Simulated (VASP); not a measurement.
# Si2Ni (C2/m) in VASP: single point with PBEsol

Aim: the single point of Si2Ni with PBEsol.

All numbers are computed with VASP 6.6.1; they aren't measurements. Logs are shortened: lines on timing, memory, paths and dates and some standing lists are left out, and cuts for length are marked.

**1. The cell of the first run**

The typed cell holds 6 atoms: a = 3.812 Å, b = 3.812 Å, c = 6.603 Å, α = 73.22°, β = 73.22°, γ = 60.00°.

**2. Single point, PBEsol (atoms displaced along a vibrational mode)**

INCAR

```
PREC = Accurate
ENCUT = 520
EDIFF = 1E-6
ISMEAR = 0
SIGMA = 0.15
LREAL = F
LASPH = T
NELM = 100
ALGO = Normal
ISIF = 2
LWAVE = F
LCHARG = F
GGA = PS
NBANDS = 27
```

KPOINTS

```
Automatic mesh
0
Gamma
  12 12 14
```

POSCAR

```
Si2Ni
1.0
    0.0000000000     -2.6957048444     -2.6957048444
   -2.6957048444      0.0000000000     -2.6957048444
    2.6957048444      2.6957048444     -5.3914096888
Si Ni
4 2
Direct
    0.1313301154      0.1313301154      0.6057245908
    0.6186698846      0.6186698846      0.1442754092
    0.3686698846      0.3686698846      0.8942754092
    0.8813301154      0.8813301154      0.3557245908
   -0.0006896236     -0.0006896236      0.0018702488
    0.5006896236      0.5006896236      0.4981297512
```

Potentials or basis: VASP PAW PBE potentials, release 64 (Si, Ni).

Command:

```console
> cat potpaw_PBE.64/Si/POTCAR potpaw_PBE.64/Ni/POTCAR > POTCAR
> mpirun -np 1 vasp_std > vasp.out
```

OUTCAR:

```text
PREC = Accurate
   ENCUT = 520
   EDIFF = 1E-6
   ISMEAR = 0
   LREAL = F
   LASPH = T
   NELM = 100
   ISIF = 2
   GGA = PS

 ion  position               nearest neighbor table
   1  0.131  0.131  0.606-   6 2.30   6 2.30   6 2.30   5 2.47   4 2.70   4 2.70   4 2.70   3 2.84
                             3 2.84   3 2.84
   2  0.619  0.619  0.144-   6 2.20   5 2.37   5 2.37   5 2.37   4 2.56   4 2.57   4 2.57   3 2.70
                             3 2.70   3 2.70
   3  0.369  0.369  0.894-   5 2.30   5 2.30   5 2.30   6 2.47   2 2.70   2 2.70   2 2.70   1 2.84
                             1 2.84   1 2.84
   4  0.881  0.881  0.356-   5 2.20   6 2.37   6 2.37   6 2.37   2 2.56   2 2.57   2 2.57   1 2.70
                             1 2.70   1 2.70
   5  0.999  0.999  0.002-   4 2.20   3 2.30   3 2.30   3 2.30   2 2.37   2 2.37   2 2.37   1 2.47

   6  0.501  0.501  0.498-   2 2.20   1 2.30   1 2.30   1 2.30   4 2.37   4 2.37   4 2.37   3 2.47

  LATTYP: Found a trigonal (rhomboedric) cell.
 ALAT       =     6.6031013659
 COS(alpha) =     0.8333333333

  Lattice vectors:

 A1 = (   2.6957048444,   5.3914096888,  -2.6957048444)
 A2 = (   5.3914096888,   2.6957048444,  -2.6957048444)
 A3 = (   2.6957048444,   2.6957048444,  -5.3914096888)

Analysis of symmetry for initial positions (statically):
=====================================================================
 Subroutine PRICEL returns:
 Original cell was already a primitive cell.

 Routine SETGRP: Setting up the symmetry group for a
 trigonal (rhombohedral) supercell.

 Subroutine GETGRP returns: Found  4 space group operations
 (whereof  2 operations were pure point group operations)
 out of a pool of 12 trial point group operations.

The static configuration has the point symmetry C_1h.
 The point group associated with its full space group is C_2h.

Analysis of symmetry for dynamics (positions and initial velocities):
=====================================================================
 Subroutine PRICEL returns:
 Original cell was already a primitive cell.

 Routine SETGRP: Setting up the symmetry group for a
 trigonal (rhombohedral) supercell.

 Subroutine GETGRP returns: Found  4 space group operations
 (whereof  2 operations were pure point group operations)
 out of a pool of 12 trial point group operations.

The dynamic configuration has the point symmetry C_1h.
 The point group associated with its full space group is C_2h.

 Subroutine INISYM returns: Found  4 space group operations
 (whereof  2 operations are pure point group operations),
 and found     1 'primitive' translations

----------------------------------------------------------------------------------------

                                     Primitive cell

  volume of cell :      78.3569

  direct lattice vectors                    reciprocal lattice vectors
     0.000000000 -2.695704844 -2.695704844     0.092740123 -0.278220370 -0.092740123
    -2.695704844  0.000000000 -2.695704844    -0.278220370  0.092740123 -0.092740123
     2.695704844  2.695704844 -5.391409689     0.092740123  0.092740123 -0.092740123

  length of vectors
     3.812302351  3.812302351  6.603101366     0.307584192  0.307584192  0.160630606

  position of ions in fractional coordinates (direct lattice)
     0.131330115  0.131330115  0.605724591
     0.618669885  0.618669885  0.144275409
     0.368669885  0.368669885  0.894275409
     0.881330115  0.881330115  0.355724591
     0.999310376  0.999310376  0.001870249
     0.500689624  0.500689624  0.498129751

  ion indices of the primitive-cell ions
   primitive index   ion index
                 1           1
                 2           2
                 3           3
                 4           4
                 5           5
                 6           6

----------------------------------------------------------------------------------------

[... 23 lines left out ...]
|           W    W  A    A  R    R  N N  N  II  N N  N  G       !!!           |
|           W WW W  AAAAAA  RRRRR   N  N N  II  N  N N  G  GGG   !            |
|           WW  WW  A    A  R   R   N   NN  II  N   NN  G    G                |
|           W    W  A    A  R    R  N    N  II  N    N   GGGG   !!!           |
|                                                                             |
|     Your reciprocal lattice and k-lattice belong to different lattice       |
|     classes:                                                                |
|                                                                             |
|        The reciprocal lattice is rhombohedral (trigonal),                   |
|        whereas your k-lattice is base-centered monoclinic.                  |
|                                                                             |
|     Results are often still useful ...                                      |
|                                                                             |
 -----------------------------------------------------------------------------

 WARNING: IBZKPT: internal override: KBLOWUP is changed to .FALSE.
      ... skipping the blow-up phase ...

 Subroutine IBZKPT returns following result:
 ===========================================

 Found    554 irreducible k-points:

 Following reciprocal coordinates:
            Coordinates               Weight
  0.000000  0.000000  0.000000      1.000000
  0.083333  0.000000  0.000000      4.000000
  0.166667  0.000000  0.000000      4.000000
  0.250000  0.000000  0.000000      4.000000
  0.333333  0.000000  0.000000      4.000000
  0.416667  0.000000  0.000000      4.000000
[... 16 lines left out ...]
  0.500000  0.166667  0.000000      4.000000
 -0.416667  0.166667  0.000000      4.000000
 [... further k-points ...]
   k-points           NKPTS =    554   k-points in BZ     NKDIM =    554   number of bands    NBANDS=     27
   number of dos      NEDOS =    301   number of ions     NIONS =      6
   total plane-waves  NPLWV =  39200
   dimension x,y,z NGX =    28 NGY =   28 NGZ =   50
   dimension x,y,z NGXF=    56 NGYF=   56 NGZF=  100
   ions per type =               4   2
   NGX,Y,Z   is equivalent  to a cutoff of  12.21, 12.21, 12.59 a.u.
   NGXF,Y,Z  is equivalent  to a cutoff of  24.42, 24.42, 25.18 a.u.
 SYSTEM =  unknown system
   PREC   = accura    normal or accurate (medium, high low for compatibility)
   ISTART =      0    job   : 0-new  1-cont  2-samecut
   ICHARG =      2    charge: 1-file 2-atom 10-const
   ISPIN  =      1    spin polarized calculation?
   LNONCOLLINEAR =      F non collinear calculations
   LSORBIT =      F    spin-orbit coupling
   LASPH  =      T    aspherical Exc in radial PAW
   ENCUT  =  520.0 eV  38.22 Ry    6.18 a.u.   7.09  7.09 12.28*2*pi/ulx,y,z
   NELM   =    100;   NELMIN=  2; NELMDL= -5     # of ELM steps
   EDIFF  = 0.1E-05   stopping-criterion for ELM
   LREAL  =      F    real-space projection
   EDIFFG = 0.1E-04   stopping-criterion for IOM
   NSW    =      0    number of steps for IOM
   IBRION =     -1    ionic relax: 0-MD 1-quasi-New 2-CG
   NFREE  =      0    steps in history (QN), initial steepest desc. (CG)
   ISIF   =      2    stress and relaxation
   ISYM   =      2    0-nonsym 1-usesym 2-fastsym
   POTIM  = 0.5000    time-step for ionic-motion
   TEBEG  =    0.0;   TEEND  =   0.0 temperature during run
   PSTRESS=    0.0 pullay stress
   NELECT =      36.0000    total number of electrons
   NUPDOWN=      -1.0000    fix difference up-down
   EMIN   =  10.00;   EMAX   =-10.00  energy-range for DOS
   EFERMI =   0.00;   METHOD = LEGACY
   ISMEAR =     0;   SIGMA  =   0.15  broadening in eV -4-tet -1-fermi 0-gaus
   EFERMI_NEDOS =   21; number of points for ismear=-14 and -15
   IALGO  =     38    algorithm
   IMIX   =      4    mixing-type and parameters
     AMIX     =   0.40;   BMIX     =  1.00
     AMIX_MAG =   1.60;   BMIX_MAG =  1.00
  volume/ion in A,a.u.               =      13.06        88.13
  Fermi-wavevector in a.u.,A,eV,Ry     =   1.263233  2.387163 21.711587  1.595757
  Thomas-Fermi vector in A             =   2.396600
   LORBIT       =      0    0 simple, 1 ext, 2 COOP (PROOUT), +10 PAW based schemes
   GGA     = PS    functional components
   LHFCALC =     F    Hartree Fock is set to
   AEXX    =    0.0000 exact exchange contribution
   IVDW    =     0    specifies the selected vdW correction
   LEPSILON=     F    determine dielectric tensor
   LRPA    =     F    only Hartree local field effects (RPA)
 non-spin polarized calculation
 Gauss-broadening in eV      SIGMA  =   0.15
  energy-cutoff  :      520.00
  volume of cell :       78.36
 maximum number of plane-waves:      2129
   NGX = 15   NGY = 15   NGZ = 25

 number of electron      35.9999983 magnetization

 Free energy of the ion-electron system (eV)
  ---------------------------------------------------
  ext. energy  EPLUGINS =         0.00000000
  ---------------------------------------------------
  free energy    TOTEN  =       -37.60454924 eV

  energy without entropy =      -37.58115343  energy(sigma->0) =      -37.59285134

 E-fermi :  10.4672     XC(G=0): -11.7281

 val. band max:       10.4666871425   @ k =   0.4167   0.4167   0.2143
 cond. band min:      10.4730237637   @ k =  -0.4167   0.0833   0.2857
 fundamental gap:      0.0063366212
 Fermi energy:        10.4672081323

 k-point     1 :       0.0000    0.0000    0.0000
  band No.  band energies     occupation
      1      -3.5824      2.00000
      2      -0.1985      2.00000
      3       0.5032      2.00000
      4       5.1603      2.00000
      5       5.1613      2.00000
      6       5.2187      2.00000
[... 709 lines left out ...]
     26      16.9758      0.00000
     27      17.7503      0.00000

 [... further k-points ...]

------------------------ aborting loop because EDIFF is reached ----------------------------------------

  FORCE on cell =-STRESS in cart. coord.  units (eV):
  Direction    XX          YY          ZZ          XY          YZ          ZX
  --------------------------------------------------------------------------------------
  -------------------------------------------------------------------------------------
  Total        1.0460954      1.0460954      1.0455902      0.3776286     -0.3858972     -0.3858972
  in kB       21.3897083     21.3897083     21.3793788      7.7214433     -7.8905115     -7.8905131
  external PRESSURE =      21.3862652 kB  Pullay stress =       0.0000000 kB

 VOLUME and BASIS-vectors are now :
 -----------------------------------------------------------------------------
  energy-cutoff  :      520.00
  volume of cell :       78.36
      direct lattice vectors                 reciprocal lattice vectors
     0.000000000 -2.695704844 -2.695704844     0.092740123 -0.278220370 -0.092740123
    -2.695704844  0.000000000 -2.695704844    -0.278220370  0.092740123 -0.092740123
     2.695704844  2.695704844 -5.391409689     0.092740123  0.092740123 -0.092740123

 POSITION                                       TOTAL-FORCE (eV/Angst)
 -----------------------------------------------------------------------------------
      1.27883      1.27883     -3.97376         0.729995      0.729995     -0.740954
     -1.27883     -1.27883     -4.11335        -1.001573     -1.001573      1.010984
      1.41688      1.41688     -6.80906        -0.729995     -0.729995      0.740954
     -1.41688     -1.41688     -6.66947         1.001573      1.001573     -1.010984
     -2.68880     -2.68880     -5.39777        -0.242502     -0.242502      0.228341
     -0.00690     -0.00690     -5.38504         0.242502      0.242502     -0.228341
 -----------------------------------------------------------------------------------
    total drift:                               -0.000000     -0.000000      0.000000

  FREE ENERGIE OF THE ION-ELECTRON SYSTEM (eV)
  ---------------------------------------------------
  free  energy   TOTEN  =       -37.6045492437 eV

  energy  without entropy=      -37.5811534315  energy(sigma->0) =      -37.59285134
```

Run time: 13 min. Hardware: 1 thread of Intel Xeon 6975P-C (Granite Rapids), shared host; peak memory 0.92 GiB.

Results:

* Free energy: -37.6045 eV
* Pressure: 2.1 GPa
* Largest force: 1.740 eV/Å
* Band gap on the k mesh: zero (bands 18 and 19 overlap by 2.00 eV)

Forces in eV/Å, atoms in the order of the input:
```
Si   0.730  0.730 -0.741
Si  -1.002 -1.002  1.011
Si  -0.730 -0.730  0.741
Si   1.002  1.002 -1.011
Ni  -0.243 -0.243  0.228
Ni   0.243  0.243 -0.228
```

Caveat: the cell differs from its parent crystal (atoms displaced along a vibrational mode); the PAW data sets were made with another functional, which shifts forces and pressure a little. Spin polarisation is off, so any magnetic state and its effect on volume and gap are missing.
